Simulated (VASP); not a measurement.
Crystal: Y.

```
Y
1.0
     3.31000    0.00000    0.00000
     0.00000    3.31000    0.00000
     0.00000    0.00000    3.31000
Y
1
Direct
  0.00000 0.00000 0.00000
```

This isn't the form of Y at room conditions, which is hcp.

| Property | Result |
| --- | --- |
| Program | VASP 6.6.1 |
| Task | relaxation of cell and atoms |
| Functional | r2SCAN |
| Potentials or basis | VASP PAW PBE potentials, release 64 (Y_sv) |
| Cutoff | 600 eV |
| k mesh | 13 × 13 × 13 |
| Occupations | gaussian, width 0.05 eV |
| Spin | no spin polarisation |

At the start: pressure -1.0 GPa; volume 36.26 Å³/atom.

Question: Where does the relaxation end?

Answer: Over 3 steps the energy falls by 4.7 meV/atom and the volume is 34.87 Å³/atom (-3.8 %); space group Pm-3m (No. 221, to 0.1 Å) before and after.

The path:
| step | energy change (eV) | largest force (eV/Å) | pressure (GPa) | volume (Å³) |
| --- | --- | --- | --- | --- |
| 1 | 0.0000 | 0.0000 | -0.97 | 36.26 |
| 2 | -0.0045 | 0.0000 | -0.23 | 35.13 |
| 3 | -0.0047 | 0.0000 | -0.06 | 34.87 |

Final structure:
```
Y
1.0
     3.26707    0.00000    0.00000
     0.00000    3.26707    0.00000
     0.00000    0.00000    3.26707
Y
1
Direct
  0.00000 0.00000 0.00000
```

Caveat: the PAW data sets were made with another functional, which shifts forces and pressure a little.
